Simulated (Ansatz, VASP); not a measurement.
# One calculation of Hf, two programs

```
CELL_PARAMETERS angstrom
3.19783 0.00000 0.00000
-1.59891 2.76940 0.00000
0.00000 0.00000 5.09958
ATOMIC_POSITIONS crystal
Hf 0.33333 0.66667 0.25000
Hf 0.66667 0.33333 0.75000
```

Alike in both runs: task relaxation of cell and atoms; functional PBE; k mesh 18 × 18 × 8; occupations gaussian, width 0.1 eV; no spin polarisation.

|  | VASP | Ansatz |
| --- | --- | --- |
| version | VASP 6.6.1 | Ansatz 0.2.0 |
| potentials or method | VASP PAW PBE potentials, release 64 (Hf_pv), cutoff 600 eV | scalar-relativistic, plane waves, PAW |
| valence electrons in the cell | 20 | 52 |

VASP gave:

```
gap on the k mesh at the Fermi level, each at its own relaxed structure (eV) : none
relaxed volume (Å³/atom)                                                     : 22.44
relaxed length of the cell vector where the two differ most in proportion (Å)              : 5.059
```

Task: What did Ansatz give for the same quantities?

Result: gap on the k mesh at the Fermi level, each at its own relaxed structure (eV): none; relaxed volume (Å³/atom): 22.54; relaxed length of the cell vector where the two differ most in proportion (Å): 5.068.

A gap of «none» marks a metal or a gap that the smearing closes. VASP's potentials hold 20 valence electrons a cell and Ansatz's 52, so a difference there can come from the potentials and not from the codes.

Neither program's run includes spin-orbit coupling.
